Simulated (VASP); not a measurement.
A run of VASP 6.6.1 is set up as follows.

The input INCAR:

```
SYSTEM = LiH
PREC = Accurate ; ENCUT = 600
EDIFF = 1E-7 ; ISMEAR = -1
SIGMA = 0.05 ; LREAL = .FALSE.
LASPH = .TRUE. ; NELM = 80
ALGO = Normal ; ISIF = 3
LWAVE = .FALSE. ; LCHARG = .FALSE.
GGA = PS ; IBRION = 2
NSW = 100 ; EDIFFG = -0.01
```

The input KPOINTS:

```
Automatic mesh
0
G
  6 6 4
  0 0 0
```

File POSCAR:

```
LiH
1.0
    1.3142456967     -4.6472160781     -0.0299994877
    1.4145727720      4.6764998099      0.0079785222
   -0.0454188517      0.0228633710      5.5011288846
Li H
4 4
Direct
    0.3246921040      0.6281441705      0.4003639672
    0.6113348754      0.2787931872      0.1261311170
    0.3169016229      0.6369284166      0.8533386183
    0.7014570297      0.3918149651      0.5916506180
    0.7992504049      0.0954008172      0.1468002468
    0.1505430423      0.9157298740      0.4194334619
    0.8710326019      0.1432405264      0.6093864439
    0.1520717914      0.8947996340      0.8596209734
```

Potentials or basis: VASP PAW PBE potentials, release 64 (Li_sv, H).

Launch:

```console
$ cat potpaw_PBE.64/Li_sv/POTCAR potpaw_PBE.64/H/POTCAR > POTCAR
$ mpirun -np 1 vasp_std > vasp.out
```

Question: What does it give for the space group after relaxing (to 0.1 Å)?

Answer: Fm-3m (No. 225).

Question: What does it give for the band gap on the k mesh?

Answer: 2.69 eV (least direct gap 2.71 eV).

Question: Estimate the relaxed cell.

Answer: a = 4.864 Å, b = 3.980 Å, c = 5.620 Å, α = 89.99°, β = 90.02°, γ = 144.77°.

Forces on the atoms (eV/Å):
```
Li   0.006  0.002  0.001
Li   0.002 -0.001  0.000
Li  -0.006  0.006  0.000
Li  -0.001  0.001  0.000
H   -0.001 -0.003 -0.001
H    0.004 -0.003  0.002
H    0.000 -0.002 -0.001
H   -0.005  0.001 -0.001
```

Caveat: a cell axis changed by over 15 % at a fixed basis, so the end point is rough; the PAW data sets were made with another functional, which shifts forces and pressure a little. A k mesh can miss the band edges.
